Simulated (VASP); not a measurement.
# Tc (Fm-3m) in VASP: further runs, part 3 of 3

VASP 6.6.1. The steps go on from the part before.

## (4) Single point, PBE exchange alone

POSCAR reads:

```
Tc
1.0
    0.0000000000      1.9500000000      1.9500000000
    1.9500000000      0.0000000000      1.9500000000
    1.9500000000      1.9500000000      0.0000000000
Tc
1
Direct
    0.0000000000      0.0000000000      0.0000000000
```

INCAR.step1 reads:

```
PREC = Accurate ; ENCUT = 400
EDIFF = 1E-6 ; ISMEAR = -1
SIGMA = 0.025 ; LREAL = False
LASPH = True ; NELM = 120
ALGO = Normal ; ISIF = 2
LWAVE = False ; LCHARG = True
LMAXMIX = 4 ; GGA = PE
ALDAC = 0.0 ; AGGAC = 0.0
NBANDS = 12 ; GGA_COMPAT = False
NEDOS = 2001 ; LORBIT = 11
```

KPOINTS.step1 reads:

```
Automatic mesh
0
Gamma
  12 12 12
```

INCAR.step2 reads:

```
PREC = Accurate ; ENCUT = 400
EDIFF = 1E-6 ; ISMEAR = -5
SIGMA = 0.025 ; LREAL = False
LASPH = True ; NELM = 120
ALGO = Normal ; ISIF = 2
LWAVE = False ; LCHARG = False
LMAXMIX = 4 ; GGA = PE
ALDAC = 0.0 ; AGGAC = 0.0
LORBIT = 11 ; NEDOS = 2001
ICHARG = 11 ; GGA_COMPAT = False
```

KPOINTS.step2 reads:

```
Automatic mesh
0
Gamma
  18 18 18
```

Launch:

```sh
$ cat potpaw_PBE.64/Tc_pv/POTCAR > POTCAR
$ cp INCAR.step1 INCAR
$ cp KPOINTS.step1 KPOINTS
$ mpirun -np 1 vasp_std > vasp.out
$ cp INCAR.step2 INCAR
$ cp KPOINTS.step2 KPOINTS
$ mpirun -np 1 vasp_std > vasp.out
```

Wall time 13 s (1 thread of AMD EPYC 7R13 (Zen 3), shared host); peak memory 0.1 GiB.

It converged, with:

* Valence electrons inside the program's atomic spheres: Tc 12.02

Levels at points of the mesh, in eV from the Fermi level:
| k point | band 5 | band 6 | band 7 | band 8 | band 9 | band 10 |
| --- | --- | --- | --- | --- | --- | --- |
| (0.00, 0.00, 0.00) | -1.74 | -1.74 | -1.74 | 0.76 | 0.76 | 14.16 |
| (0.50, 0.00, 0.00) | -1.88 | -1.88 | 1.39 | 2.69 | 2.69 | 10.37 |
| (0.50, 0.50, 0.00) | -5.10 | 2.65 | 3.24 | 3.24 | 3.88 | 12.94 |

## (5) Single point, PBE+U, non-collinear spin, zero start, spin-orbit coupling (13.94 Å³/atom)

This run uses another cell than the first one, of 13.94 Å³/atom.

INCAR reads:

```
ALGO = Fast
EDIFF = 1E-7
ENCUT = 520
GGA = PE
GGA_COMPAT = False
ISIF = 2
ISMEAR = -1
LASPH = True
LCHARG = False
LDAU = True
LDAUJ = 0
LDAUL = 2
LDAUPRINT = 1
LDAUTYPE = 2
LDAUU = 8
LMAXMIX = 4
LORBIT = 11
LORBMOM = True
LREAL = False
LSORBIT = True
LWAVE = False
MAGMOM = 0 0 0
NBANDS = 24
NELM = 150
PREC = Accurate
SIGMA = 0.05
```

KPOINTS reads:

```
k-points
0
Gamma
  9 9 9
```

POSCAR reads:

```
Tc
1.0
    0.0000000000      1.9101929120      1.9101929120
    1.9101929120      0.0000000000      1.9101929120
    1.9101929120      1.9101929120      0.0000000000
Tc
1
Direct
    0.0000000000      0.0000000000      0.0000000000
```

Potentials or basis: VASP PAW PBE potentials, release 64 (Tc_pv).

Launch:

```sh
$ cat potpaw_PBE.64/Tc_pv/POTCAR > POTCAR
$ mpirun -np 1 vasp_ncl > vasp.out
```

OUTCAR:

```text
EDIFF = 1E-7
   ENCUT = 520
   GGA = PE
   ISIF = 2
   ISMEAR = -1
   LASPH = True
   LORBIT = 11
   LREAL = False
   LSORBIT = True
   NELM = 150
   PREC = Accurate

 ion  position               nearest neighbor table
   1  0.000  0.000  0.000-

  LATTYP: Found a face centered cubic cell.
 ALAT       =     3.8203858240

  Lattice vectors:

 A1 = (   0.0000000000,   1.9101929120,   1.9101929120)
 A2 = (   1.9101929120,   0.0000000000,   1.9101929120)
 A3 = (   1.9101929120,   1.9101929120,   0.0000000000)

Analysis of symmetry for initial positions (statically):
=====================================================================
 Subroutine PRICEL returns:
 Original cell was already a primitive cell.

 Routine SETGRP: Setting up the symmetry group for a
 face centered cubic supercell.

 Subroutine GETGRP returns: Found 48 space group operations
 (whereof 48 operations were pure point group operations)
 out of a pool of 48 trial point group operations.

The static configuration has the point symmetry O_h .

Analysis of symmetry for dynamics (positions and initial velocities):
=====================================================================
 Subroutine PRICEL returns:
 Original cell was already a primitive cell.

[... 907 lines left out ...]
  free  energy   TOTEN  =        -0.8688967512 eV

  energy  without entropy=       -0.8613068801  energy(sigma->0) =       -0.86510182

 orbital moment (x)

 # of ion     p       d       tot
 ----------------------------------------
  1        -0.000   0.000   0.000
 ----------------------------------------
           -0.000   0.000   0.000

 orbital moment (y)

 # of ion     p       d       tot
 ----------------------------------------
  1        -0.000   0.000   0.000
 ----------------------------------------
           -0.000   0.000   0.000

 orbital moment (z)

 # of ion     p       d       tot
 ----------------------------------------
  1         0.000   0.000   0.000
 ----------------------------------------
            0.000   0.000   0.000

 Spin-Orbit-Coupling matrix elements

 Ion:    1  E_soc:     -0.2941484
 l=   1
     0.0000000    -0.0278171    -0.0278171
    -0.0278171     0.0000000    -0.0278171
    -0.0278171    -0.0278171     0.0000000
 l=   2
     0.0000000    -0.0000942     0.0000000    -0.0000942    -0.0211134
    -0.0000942     0.0000000    -0.0158350    -0.0000942    -0.0052783
     0.0000000    -0.0158350     0.0000000    -0.0158350     0.0000000
    -0.0000942    -0.0000942    -0.0158350     0.0000000    -0.0052783
    -0.0211134    -0.0052783     0.0000000    -0.0052783     0.0000000
 l=   3
     0.0000000     0.0000000     0.0000000     0.0000000     0.0000000     0.0000000     0.0000000
     0.0000000     0.0000000     0.0000000     0.0000000     0.0000000     0.0000000     0.0000000
     0.0000000     0.0000000     0.0000000     0.0000000     0.0000000     0.0000000     0.0000000
     0.0000000     0.0000000     0.0000000     0.0000000     0.0000000     0.0000000     0.0000000
     0.0000000     0.0000000     0.0000000     0.0000000     0.0000000     0.0000000     0.0000000
     0.0000000     0.0000000     0.0000000     0.0000000     0.0000000     0.0000000     0.0000000
     0.0000000     0.0000000     0.0000000     0.0000000     0.0000000     0.0000000     0.0000000

 total charge

# of ion       s       p       d       tot
------------------------------------------
    1        0.476   6.508   5.239  12.223

 magnetization (x)

# of ion       s       p       d       tot
------------------------------------------
    1        0.000  -0.000   0.000   0.000

 magnetization (y)

# of ion       s       p       d       tot
------------------------------------------
    1       -0.000  -0.000  -0.000  -0.000

 magnetization (z)

# of ion       s       p       d       tot
------------------------------------------
    1        0.000  -0.000  -0.000  -0.000
```

OSZICAR:

```text
N       E                     dE             d eps       ncg     rms          rms(c)
DAV:   1     0.165898873493E+03    0.16590E+03   -0.77459E+03  1680   0.113E+03
DAV:   2     0.271460350926E+01   -0.16318E+03   -0.15786E+03  1888   0.364E+02
DAV:   3    -0.104619309334E+01   -0.37608E+01   -0.37497E+01  1912   0.640E+01
[... 16 lines left out ...]
RMM:  20    -0.868894087203E+00   -0.49243E-06   -0.28490E-05  2005   0.549E-02    0.152E-02
RMM:  21    -0.868895413725E+00   -0.13265E-05   -0.25196E-06  1843   0.173E-02    0.154E-02
RMM:  22    -0.868896086137E+00   -0.67241E-06   -0.23673E-06  1663   0.141E-02    0.112E-02
RMM:  23    -0.868896772485E+00   -0.68635E-06   -0.26720E-06  1669   0.160E-02    0.450E-03
RMM:  24    -0.868896751222E+00    0.21263E-07   -0.37425E-07  1610   0.649E-03
   1 F= -.86889675E+00 E0= -.86510182E+00  d E =-.758987E-02  mag=     0.0000     0.0000     0.0000
```

stdout:

```text
POSCAR found type information on POSCAR Tc
 POSCAR found :  1 types and       1 ions
 scaLAPACK will be used
 LDA part: xc-table for (Slater+PW92), standard interpolation
 POSCAR, INCAR and KPOINTS ok, starting setup
 FFT: planning ... GRIDC
 FFT: planning ... GRID_SOFT
 FFT: planning ... GRID
 WAVECAR not read
 entering main loop
WARNING in EDDRMM: call to ZHEGV failed, returncode =   8  4     23
```

Wall time 35 s (1 thread of AMD EPYC 7R13 (Zen 3), shared host); peak memory 0.14 GiB.

Results:

| Item | Value |
| --- | --- |
| Free energy | -0.8689 eV |
| Pressure | 22.8 GPa |
| Net moment | 0.00 μB per cell |
| Valence electrons inside the program's atomic spheres | Tc 12.22 |

Moments on the atoms (μB; x, y, z):
```
Tc  0.00 0.00 0.00
```

Caveat: the cell stands under pressure; the U is typed as a test and isn't derived for this compound.

## (6) Single point, PBE+U, non-collinear spin, zero start, spin-orbit coupling (14.24 Å³/atom)

This run uses another cell than the first one, of 14.24 Å³/atom.

INCAR reads:

```
PREC = Accurate ; ENCUT = 520
EDIFF = 1E-6 ; ISMEAR = -1
SIGMA = 0.05 ; LREAL = False
LASPH = True ; NELM = 150
ALGO = Normal ; ISIF = 2
LWAVE = False ; LCHARG = True
MAGMOM = 0 0 0 ; LORBIT = 11
LSORBIT = True ; GGA_COMPAT = False
LORBMOM = True ; LMAXMIX = 4
LDAU = True ; LDAUTYPE = 2
LDAUL = 2 ; LDAUU = 8
LDAUJ = 0 ; LDAUPRINT = 1
GGA = PE ; LVHAR = True
NBANDS = 24
```

KPOINTS reads:

```
Automatic mesh
0
Gamma
  9 9 9
```

POSCAR reads:

```
Tc
1.0
    0.0000000000      1.9236454180      1.9236454180
    1.9236454180      0.0000000000      1.9236454180
    1.9236454180      1.9236454180      0.0000000000
Tc
1
Direct
    0.0000000000      0.0000000000      0.0000000000
```

Potentials or basis: VASP PAW PBE potentials, release 64 (Tc_pv).

Launch:

```sh
$ cat potpaw_PBE.64/Tc_pv/POTCAR > POTCAR
$ mpirun -np 1 vasp_ncl > vasp.out
```

Run time: 27 s. Hardware: 1 thread of AMD EPYC 7R13 (Zen 3), shared host; peak memory 0.14 GiB.

Results (log left out):

```yaml
Free_energy: -0.9071 eV
Pressure: 18.0 GPa
Net_moment: 0.00 μB per cell
Valence_electrons_inside_the_program's_atomic_spheres: Tc 12.16
```

Moments on the atoms (μB; x, y, z):
```
Tc  0.00 0.00 0.00
```

Caveat: the cell stands under pressure; the U is typed as a test and isn't derived for this compound.

## (7) The runs side by side

| level | spin | U | cell | k mesh | cutoff (eV) | smearing | tolerance level | purpose | K density | dipole correction | k mesh for the DOS | gap on the mesh (eV) | pressure (GPa) | moment (μB) |
| --- | --- | --- | --- | --- | --- | --- | --- | --- | --- | --- | --- | --- | --- | --- |
| revPBE | off | - | a = 2.758 Å, angles 60.0°, 1 atom | 16 × 16 × 16 | 300 | tetrahedron 0.1 eV | tight | density of states | 13 × 13 × 13 | - | - | none | - | - |
| revPBE | off | - | a = 2.758 Å, angles 60.0°, 1 atom | 35 × 35 × 35 | 520 | tetrahedron 0.1 eV | tight | density of states | 13 × 13 × 13 | - | - | none | - | - |
| PBE exchange alone | off | - | a = 2.758 Å, angles 60.0°, 1 atom | 12 × 12 × 12 | 400 | fermi-dirac 0.025 eV | - | - | - | no | 18 × 18 × 18 | - | - | - |
| PBE+U | non-collinear, zero start, SOC | Tc d U = 8.0 eV | a = 2.701 Å, angles 60.0°, 1 atom | 9 × 9 × 9 | 520 | fermi-dirac 0.05 eV | - | - | - | no | - | - | 22.8 | 0.00 |
| PBE+U | non-collinear, zero start, SOC | Tc d U = 8.0 eV | a = 2.720 Å, angles 60.0°, 1 atom | 9 × 9 × 9 | 520 | fermi-dirac 0.05 eV | - | - | - | no | - | - | 18.0 | 0.00 |

Alike in all rows: task single point; potentials or basis VASP PAW PBE potentials, release 64 (Tc_pv).

Caveats: the PAW data sets were made with another functional, which shifts forces and pressure a little (at least some runs); tetrahedron occupations give inexact forces and stress in metals (at least some runs); the cell stands under pressure (at least some runs); the U is typed as a test and isn't derived for this compound (at least some runs); the cutoff is under 1.25 times the usual one of these potentials, so pressure, stress and relaxed cells hold a basis-set (Pulay) error (at least some runs); an empty level that is flat over the whole mesh can mark a ghost state of the potentials, or a narrow d or f band (at least some runs).

Absolute energies hang on the potentials; compare differences alone.
